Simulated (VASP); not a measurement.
A run of VASP 6.6.1 is set up as follows.

INCAR

```
SYSTEM = Mg12B
ALGO = Normal ; EDIFF = 1E-7
ENCUT = 520 ; GGA = PE
ISIF = 2 ; ISMEAR = -1
LASPH = .True. ; LCHARG = .False.
LREAL = .False. ; LWAVE = .False.
NBANDS = 26 ; NELM = 80
PREC = Accurate ; SIGMA = 0.1
```

KPOINTS

```
k-points
0
Gamma
  2 2 2
  0 0 0
```

POSCAR

```
Mg12B
1.0
    6.4070000000      0.0000000000      0.0000000000
   -4.8052500000      8.3229370000      0.0000000000
    0.0000000000      0.0000000000      5.2015000000
Mg B
12 1
Direct
    0.1625948305      0.2190311052      0.2506151289
    0.3384061232      0.1166116764      0.7522011297
    0.1680646373      0.5511177885      0.2450893694
    0.3292111883      0.4334337939      0.7617245968
    0.1707789946      0.8951481323      0.2468576359
    0.3391706026      0.7846968875      0.7578733884
    0.6627269762      0.2163571069      0.2474981729
    0.8387968585      0.1138829528      0.7493383302
    0.6620912250      0.5483417443      0.2407264552
    0.8300408300      0.4380247619      0.7515514651
    0.6712769577      0.8994148257      0.2372476529
    0.8327888277      0.7814358723      0.7535036011
    0.0007466484      0.6666173523      0.4991749735
```

Potentials or basis: VASP PAW PBE potentials, release 64 (Mg, B).

Launch:

```bash
$ cat potpaw_PBE.64/Mg/POTCAR potpaw_PBE.64/B/POTCAR > POTCAR
$ mpirun -np 1 vasp_std > vasp.out
```

**Question.** What does it give for the largest force?

**Answer.** 0.030 eV/Å.

**Question.** Predict the pressure.

**Answer.** 1.0 GPa.

Stress tensor (GPa, compression positive):
```
-0.68  0.07 -0.07
 0.07  0.76  0.15
-0.07  0.15  3.04
```

Caveat: the k points lie up to 0.60 Å⁻¹ apart.
